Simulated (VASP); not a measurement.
# HfMoC2 (P4/mmm) in VASP: further runs

HfMoC2 is run at these levels: PBEsol, LDA; tasks: single point.

Program: VASP 6.6.1. These are calculated values, not measurements. Logs are shortened: lines on timing, memory, paths and dates and some standing lists are left out, and cuts for length are marked.

## 1. The cell of the first run

The structure is tetragonal, space group P4/mmm (No. 123). Conventional cell: a = 3.191 Å, b = 3.191 Å, c = 4.306 Å, α = 90.00°, β = 90.00°, γ = 90.00°. Within 2.8 Å of Hf (site symmetry 4/mmm) lie 6 C at 2.15 to 2.26 Å. Within 2.8 Å of Mo (site symmetry 4/mmm) lie 6 C at 2.15 to 2.26 Å. C (site symmetry 4/mmm) has 2 Mo at 2.15 Å and 4 Hf at 2.26 Å within 2.8 Å. C (site symmetry 4/mmm) has 2 Hf at 2.15 Å and 4 Mo at 2.26 Å within 2.8 Å.

## 2. Single point, PBEsol

File INCAR:

```
  ALGO = Normal
  EDIFF = 1E-6
  ENCUT = 520
  GGA = PS
  ISIF = 2
  ISMEAR = -1
  LASPH = T
  LCHARG = F
  LREAL = F
  LWAVE = F
  NBANDS = 24
  NELM = 100
  PREC = Accurate
  SIGMA = 0.05
```

File KPOINTS:

```
k-points
0
Gamma
  8 8 6
```

File POSCAR:

```
HfMoC2
1.0
    3.1914230000      0.0000000000      0.0000000000
    0.0000000000      3.1914230000      0.0000000000
    0.0000000000      0.0000000000      4.3057574400
Hf Mo C
1 1 2
Direct
    0.0000000000      0.0000000000      0.0000000000
    0.5000000000      0.5000000000      0.5000000000
    0.5000000000      0.5000000000      0.0000000000
    0.0000000000      0.0000000000      0.5000000000
```

Potentials or basis: VASP PAW PBE potentials, release 64 (Hf_pv, Mo_sv, C).

Command:

```
$ cat potpaw_PBE.64/Hf_pv/POTCAR potpaw_PBE.64/Mo_sv/POTCAR potpaw_PBE.64/C/POTCAR > POTCAR
$ mpirun -np 1 vasp_std > vasp.out
```

OUTCAR:

```text
EDIFF = 1E-6
   ENCUT = 520
   GGA = PS
   ISIF = 2
   ISMEAR = -1
   LASPH = T
   LREAL = F
   NELM = 100
   PREC = Accurate

 ion  position               nearest neighbor table
   1  0.000  0.000  0.000-   4 2.15   4 2.15   3 2.26   3 2.26   3 2.26   3 2.26   2 3.12   2 3.12
                             2 3.12   2 3.12   2 3.12   2 3.12   2 3.12   2 3.12
   2  0.500  0.500  0.500-   3 2.15   3 2.15   4 2.26   4 2.26   4 2.26   4 2.26   1 3.12   1 3.12
                             1 3.12   1 3.12   1 3.12   1 3.12   1 3.12   1 3.12
   3  0.500  0.500  0.000-   2 2.15   2 2.15   1 2.26   1 2.26   1 2.26   1 2.26
   4  0.000  0.000  0.500-   1 2.15   1 2.15   2 2.26   2 2.26   2 2.26   2 2.26

  LATTYP: Found a simple tetragonal cell.
 ALAT       =     3.1914230000
 C/A-ratio  =     1.3491653848

  Lattice vectors:

 A1 = (   3.1914230000,   0.0000000000,   0.0000000000)
 A2 = (   0.0000000000,   3.1914230000,   0.0000000000)
 A3 = (   0.0000000000,   0.0000000000,   4.3057574400)

Analysis of symmetry for initial positions (statically):
=====================================================================
 Subroutine PRICEL returns:
 Original cell was already a primitive cell.

 Routine SETGRP: Setting up the symmetry group for a
 simple tetragonal supercell.

 Subroutine GETGRP returns: Found 16 space group operations
 (whereof 16 operations were pure point group operations)
 out of a pool of 16 trial point group operations.

The static configuration has the point symmetry D_4h.

Analysis of symmetry for dynamics (positions and initial velocities):
=====================================================================
 Subroutine PRICEL returns:
 Original cell was already a primitive cell.

 Routine SETGRP: Setting up the symmetry group for a
 simple tetragonal supercell.

 Subroutine GETGRP returns: Found 16 space group operations
 (whereof 16 operations were pure point group operations)
 out of a pool of 16 trial point group operations.

The dynamic configuration has the point symmetry D_4h.

 Subroutine INISYM returns: Found 16 space group operations
 (whereof 16 operations are pure point group operations),
 and found     1 'primitive' translations

----------------------------------------------------------------------------------------

                                     Primitive cell

  volume of cell :      43.8549

  direct lattice vectors                    reciprocal lattice vectors
     3.191423000  0.000000000  0.000000000     0.313339849  0.000000000  0.000000000
     0.000000000  3.191423000  0.000000000     0.000000000  0.313339849  0.000000000
     0.000000000  0.000000000  4.305757440     0.000000000  0.000000000  0.232247175

  length of vectors
     3.191423000  3.191423000  4.305757440     0.313339849  0.313339849  0.232247175

  position of ions in fractional coordinates (direct lattice)
     0.000000000  0.000000000  0.000000000
     0.500000000  0.500000000  0.500000000
     0.500000000  0.500000000  0.000000000
     0.000000000  0.000000000  0.500000000

  ion indices of the primitive-cell ions
   primitive index   ion index
                 1           1
                 2           2
                 3           3
                 4           4

----------------------------------------------------------------------------------------

 KPOINTS: k-points

Automatic generation of k-mesh.
 Grid dimensions read from file:
 generate k-points for:    8    8    6

 Generating k-lattice:

  Cartesian coordinates                     Fractional coordinates (reciprocal lattice)
     0.039167481  0.000000000  0.000000000     0.125000000  0.000000000  0.000000000
     0.000000000  0.039167481  0.000000000     0.000000000  0.125000000  0.000000000
     0.000000000  0.000000000  0.038707862     0.000000000  0.000000000  0.166666667

  Length of vectors
     0.039167481  0.039167481  0.038707862

  Shift w.r.t. Gamma in fractional coordinates (k-lattice)
     0.000000000  0.000000000  0.000000000

 Subroutine IBZKPT returns following result:
 ===========================================

 Found     60 irreducible k-points:

 Following reciprocal coordinates:
            Coordinates               Weight
  0.000000  0.000000  0.000000      1.000000
  0.125000  0.000000  0.000000      4.000000
  0.250000  0.000000  0.000000      4.000000
  0.375000  0.000000  0.000000      4.000000
  0.500000  0.000000  0.000000      2.000000
  0.125000  0.125000  0.000000      4.000000
[... 16 lines left out ...]
  0.375000  0.125000  0.166667     16.000000
  0.500000  0.125000  0.166667      8.000000
 [... further k-points ...]
   k-points           NKPTS =     60   k-points in BZ     NKDIM =     60   number of bands    NBANDS=     24
   number of dos      NEDOS =    301   number of ions     NIONS =      4
   total plane-waves  NPLWV =  18432
   dimension x,y,z NGX =    24 NGY =   24 NGZ =   32
   dimension x,y,z NGXF=    48 NGYF=   48 NGZF=   64
   ions per type =               1   1   2
   NGX,Y,Z   is equivalent  to a cutoff of  12.50, 12.50, 12.36 a.u.
   NGXF,Y,Z  is equivalent  to a cutoff of  25.00, 25.00, 24.71 a.u.
 SYSTEM =  unknown system
   PREC   = accura    normal or accurate (medium, high low for compatibility)
   ISTART =      0    job   : 0-new  1-cont  2-samecut
   ICHARG =      2    charge: 1-file 2-atom 10-const
   ISPIN  =      1    spin polarized calculation?
   LNONCOLLINEAR =      F non collinear calculations
   LSORBIT =      F    spin-orbit coupling
   LASPH  =      T    aspherical Exc in radial PAW
   ENCUT  =  520.0 eV  38.22 Ry    6.18 a.u.   5.93  5.93  8.01*2*pi/ulx,y,z
   NELM   =    100;   NELMIN=  2; NELMDL= -5     # of ELM steps
   EDIFF  = 0.1E-05   stopping-criterion for ELM
   LREAL  =      F    real-space projection
   EDIFFG = 0.1E-04   stopping-criterion for IOM
   NSW    =      0    number of steps for IOM
   IBRION =     -1    ionic relax: 0-MD 1-quasi-New 2-CG
   NFREE  =      0    steps in history (QN), initial steepest desc. (CG)
   ISIF   =      2    stress and relaxation
   ISYM   =      2    0-nonsym 1-usesym 2-fastsym
   POTIM  = 0.5000    time-step for ionic-motion
   TEBEG  =    0.0;   TEEND  =   0.0 temperature during run
   PSTRESS=    0.0 pullay stress
   NELECT =      32.0000    total number of electrons
   NUPDOWN=      -1.0000    fix difference up-down
   EMIN   =  10.00;   EMAX   =-10.00  energy-range for DOS
   EFERMI =   0.00;   METHOD = LEGACY
   ISMEAR =    -1;   SIGMA  =   0.05  broadening in eV -4-tet -1-fermi 0-gaus
   EFERMI_NEDOS =   21; number of points for ismear=-14 and -15
   IALGO  =     38    algorithm
   IMIX   =      4    mixing-type and parameters
     AMIX     =   0.40;   BMIX     =  1.00
     AMIX_MAG =   1.60;   BMIX_MAG =  1.00
  volume/ion in A,a.u.               =      10.96        73.99
  Fermi-wavevector in a.u.,A,eV,Ry     =   1.473846  2.785165 29.554868  2.172222
  Thomas-Fermi vector in A             =   2.588689
   LORBIT       =      0    0 simple, 1 ext, 2 COOP (PROOUT), +10 PAW based schemes
   GGA     = PS    functional components
   LHFCALC =     F    Hartree Fock is set to
   AEXX    =    0.0000 exact exchange contribution
   IVDW    =     0    specifies the selected vdW correction
   LEPSILON=     F    determine dielectric tensor
   LRPA    =     F    only Hartree local field effects (RPA)
 non-spin polarized calculation
  energy-cutoff  :      520.00
  volume of cell :       43.85
 maximum number of plane-waves:      1204
 NGX is ok and might be reduce to    24
   NGX = 11   NGY = 11   NGZ = 17

 number of electron      32.0000002 magnetization

 Free energy of the ion-electron system (eV)
  ---------------------------------------------------
  ext. energy  EPLUGINS =         0.00000000
  ---------------------------------------------------
  free energy    TOTEN  =       -43.32054387 eV

  energy without entropy =      -43.31367892  energy(sigma->0) =      -43.31711139

 E-fermi :   9.7640     XC(G=0): -13.2596

 val. band max:        9.7529768112   @ k =   0.5000   0.0000   0.1667
 cond. band min:       9.7666267828   @ k =   0.0000   0.0000   0.0000
 fundamental gap:      0.0136499716
 Fermi energy:         9.7639681188

 k-point     1 :       0.0000    0.0000    0.0000
  band No.  band energies     occupation
      1     -52.1273      2.00000
      2     -26.2406      2.00000
      3     -26.1785      2.00000
      4     -26.1785      2.00000
      5     -20.4607      2.00000
      6     -20.1377      2.00000
[... 16 lines left out ...]
     23      14.5148      0.00000
     24      14.5148      0.00000

 k-point     2 :       0.1250    0.0000    0.0000
  band No.  band energies     occupation
      1     -52.1247      2.00000
      2     -26.2348      2.00000
      3     -26.2163      2.00000
      4     -26.1734      2.00000
      5     -20.4577      2.00000
      6     -20.2196      2.00000
[... 16 lines left out ...]
     23      14.4376      0.00000
     24      15.1831      0.00000

 k-point     3 :       0.2500    0.0000    0.0000
  band No.  band energies     occupation
      1     -52.1182      2.00000
      2     -26.3065      2.00000
      3     -26.2210      2.00000
      4     -26.1610      2.00000
      5     -20.4504      2.00000
      6     -20.4118      2.00000
[... 16 lines left out ...]
     23      14.2531      0.00000
     24      17.6260      0.00000
[... 514 lines left out ...]
 k-point    23 :       0.3750    0.1250    0.1667
  band No.  band energies     occupation
      1     -52.1091      2.00000
      2     -26.3923      2.00000
      3     -26.2079      2.00000
      4     -26.1860      2.00000
      5     -20.5740      2.00000
      6     -20.4387      2.00000
[... 16 lines left out ...]
     23      15.7369      0.00000
     24      18.6040      0.00000

 k-point    24 :       0.5000    0.1250    0.1667
  band No.  band energies     occupation
      1     -52.1065      2.00000
      2     -26.4292      2.00000
      3     -26.2034      2.00000
      4     -26.1808      2.00000
      5     -20.6460      2.00000
      6     -20.4333      2.00000
[... 16 lines left out ...]
     23      15.9756      0.00000
     24      18.6707      0.00000

 [... further k-points ...]

------------------------ aborting loop because EDIFF is reached ----------------------------------------

  FORCE on cell =-STRESS in cart. coord.  units (eV):
  Direction    XX          YY          ZZ          XY          YZ          ZX
  --------------------------------------------------------------------------------------
  -------------------------------------------------------------------------------------
  Total       -0.9146470     -0.9146470      5.0375672      0.0000000      0.0000000      0.0000000
  in kB      -33.4153324    -33.4153324    184.0403842      0.0000000      0.0000000      0.0000000
  external PRESSURE =      39.0699065 kB  Pullay stress =       0.0000000 kB

 VOLUME and BASIS-vectors are now :
 -----------------------------------------------------------------------------
  energy-cutoff  :      520.00
  volume of cell :       43.85
      direct lattice vectors                 reciprocal lattice vectors
     3.191423000  0.000000000  0.000000000     0.313339849  0.000000000  0.000000000
     0.000000000  3.191423000  0.000000000     0.000000000  0.313339849  0.000000000
     0.000000000  0.000000000  4.305757440     0.000000000  0.000000000  0.232247175

 POSITION                                       TOTAL-FORCE (eV/Angst)
 -----------------------------------------------------------------------------------
      0.00000      0.00000      0.00000         0.000000      0.000000      0.000000
      1.59571      1.59571      2.15288         0.000000      0.000000      0.000000
      1.59571      1.59571      0.00000         0.000000      0.000000      0.000000
      0.00000      0.00000      2.15288         0.000000      0.000000      0.000000
 -----------------------------------------------------------------------------------
    total drift:                                0.000000     -0.000000     -0.000000

  FREE ENERGIE OF THE ION-ELECTRON SYSTEM (eV)
  ---------------------------------------------------
  free  energy   TOTEN  =       -43.3205438689 eV

  energy  without entropy=      -43.3136789153  energy(sigma->0) =      -43.31711139
```

Wall time 51 s (1 thread of Intel Xeon 8259CL, shared host); peak memory 0.19 GiB.

Results:

| Property | Result |
| --- | --- |
| Free energy | -43.3205 eV |
| Pressure | 3.9 GPa |
| Band gap on the k mesh | zero (bands 16 and 17 overlap by 2.91 eV) |

Stress tensor (GPa, compression positive):
```
-3.34  0.00  0.00
 0.00 -3.34  0.00
 0.00  0.00 18.40
```

Caveat: the cell stands under pressure; the PAW data sets were made with another functional, which shifts forces and pressure a little; spin-orbit coupling is left out, which moves the levels of the heavy elements.

## 3. Single point, PBEsol

This run uses another cell than the first one, of 11.19 Å³/atom.

File INCAR:

```
PREC = Accurate ; ENCUT = 520
EDIFF = 1E-6 ; ISMEAR = -1
SIGMA = 0.05 ; LREAL = F
LASPH = T ; NELM = 100
ALGO = Normal ; ISIF = 2
LWAVE = F ; LCHARG = F
GGA = PS ; NBANDS = 24
```

File KPOINTS:

```
regular mesh
0
Gamma
  8 8 6
```

POSCAR: that of step 2 with these lines changed.

```diff
@@ -4,3 +4,3 @@
     0.0000000000      3.1914230000      0.0000000000
-    0.0000000000      0.0000000000      4.3057574400
+    0.0000000000      0.0000000000      4.3954607200
 Hf Mo C
```

Potentials or basis: VASP PAW PBE potentials, release 64 (Hf_pv, Mo_sv, C).

Command:

```
$ cat potpaw_PBE.64/Hf_pv/POTCAR potpaw_PBE.64/Mo_sv/POTCAR potpaw_PBE.64/C/POTCAR > POTCAR
$ mpirun -np 1 vasp_std > vasp.out
```

Wall time 62 s (1 thread of Intel Xeon 8259CL, shared host); peak memory 0.2 GiB.

It converged, with:

```
Free energy            : -43.3758 eV
Pressure               : -3.1 GPa
Band gap on the k mesh : zero (bands 16 and 17 overlap by 2.81 eV)
```

Stress tensor (GPa, compression positive):
```
-5.37  0.00  0.00
 0.00 -5.37  0.00
 0.00  0.00  1.49
```

Levels at points of the mesh, in eV from the Fermi level:
```
           k point  band 13  band 14  band 15  band 16  band 17  band 18  band 19  band 20
(0.00, 0.00, 0.00)    -1.46    -1.29    -1.29    -0.46    -0.31     0.07     0.07     0.16
(0.50, 0.00, 0.00)    -4.20    -3.75    -3.74    -0.47     0.97     2.23     3.20     3.46
(0.50, 0.50, 0.00)    -3.97    -1.21    -1.04    -1.04    -0.81     1.17     1.39     2.45
(0.00, 0.00, 0.50)    -2.38    -2.38    -1.90    -1.90    -1.48    -0.33     2.30     2.30
(0.50, 0.00, 0.50)    -5.28    -4.51    -4.33     0.99     1.25     1.84     4.61     5.33
(0.50, 0.50, 0.50)    -4.36    -4.35    -4.35     1.32     1.32     1.40     3.37     3.37
```

Caveat: the cell stands under tension; the PAW data sets were made with another functional, which shifts forces and pressure a little; spin-orbit coupling is left out, which moves the levels of the heavy elements.

## 4. Single point, LDA (10.74 Å³/atom)

This run uses another cell than the first one, of 10.74 Å³/atom.

File INCAR:

```
SYSTEM = HfMoC2
ALGO = Normal
EDIFF = 1E-6
ENCUT = 520
ISIF = 2
ISMEAR = -1
LASPH = .TRUE.
LCHARG = .TRUE.
LELF = .TRUE.
LREAL = .FALSE.
LVHAR = .TRUE.
LWAVE = .FALSE.
NBANDS = 24
NELM = 100
PREC = Accurate
SIGMA = 0.05
```

File KPOINTS:

```
k-points
0
G
  8 8 6
  0 0 0
```

File POSCAR:

```
HfMoC2
1.0
    3.1262736378      0.0000000000      0.0000000000
    0.0000000000      3.1262736378      0.0000000000
    0.0000000000      0.0000000000      4.3936043497
Hf Mo C
1 1 2
Direct
    0.0000000000      0.0000000000      0.0000000000
    0.5000000000      0.5000000000      0.5000000000
    0.5000000000      0.5000000000      0.0000000000
    0.0000000000      0.0000000000      0.5000000000
```

Potentials or basis: VASP PAW LDA potentials, release 64 (Hf_pv, Mo_sv, C).

Command:

```
$ cat potpaw_LDA.64/Hf_pv/POTCAR potpaw_LDA.64/Mo_sv/POTCAR potpaw_LDA.64/C/POTCAR > POTCAR
$ mpirun -np 1 vasp_std > vasp.out
```

Run time: 45 s. Hardware: 1 thread of Intel Xeon 8259CL, shared host; peak memory 0.19 GiB.

Results (log left out):

* Free energy: -44.9442 eV
* Pressure: 4.6 GPa
* Band gap on the k mesh: zero (bands 16 and 17 overlap by 2.93 eV)

Stress tensor (GPa, compression positive):
```
6.16 0.00 0.00
0.00 6.16 0.00
0.00 0.00 1.43
```

Levels at points of the mesh, in eV from the Fermi level:
```tsv
k point	band 13	band 14	band 15	band 16	band 17	band 18	band 19	band 20
(0.00, 0.00, 0.00)	-1.47	-1.21	-1.21	-0.52	-0.39	0.05	0.10	0.10
(0.50, 0.00, 0.00)	-4.43	-3.98	-3.94	-0.41	1.12	2.41	3.32	3.56
(0.50, 0.50, 0.00)	-3.85	-1.28	-0.99	-0.99	-0.87	1.24	1.61	2.80
(0.00, 0.00, 0.50)	-2.27	-2.27	-1.85	-1.85	-1.66	-0.26	2.29	2.29
(0.50, 0.00, 0.50)	-5.50	-4.65	-4.56	1.16	1.23	1.99	4.78	5.62
(0.50, 0.50, 0.50)	-4.43	-4.29	-4.29	1.27	1.27	1.61	3.15	3.15
```

Caveat: the cell stands under pressure; spin-orbit coupling is left out, which moves the levels of the heavy elements.

## 5. The runs side by side

| level | potentials or basis | cell | gap on the mesh (eV) | pressure (GPa) |
| --- | --- | --- | --- | --- |
| PBEsol | VASP PAW PBE potentials, release 64 (Hf_pv, Mo_sv, C) | a = 3.191, b = 3.191, c = 4.306 Å, 4 atoms | none | 3.9 |
| PBEsol | VASP PAW PBE potentials, release 64 (Hf_pv, Mo_sv, C) | a = 3.191, b = 3.191, c = 4.395 Å, 4 atoms | none | -3.1 |
| LDA | VASP PAW LDA potentials, release 64 (Hf_pv, Mo_sv, C) | a = 3.126, b = 3.126, c = 4.394 Å, 4 atoms | none | 4.6 |

Alike in all rows: task single point; no spin polarisation; k mesh 8 × 8 × 6; cutoff (eV) 520; smearing fermi-dirac 0.05 eV.

Caveats: spin-orbit coupling is left out, which moves the levels of the heavy elements; the cell stands under pressure (at least some runs); the PAW data sets were made with another functional, which shifts forces and pressure a little (at least some runs); the cell stands under tension (at least some runs).

Total energies depend on the potentials used, so only differences within one code and one set of settings carry meaning.
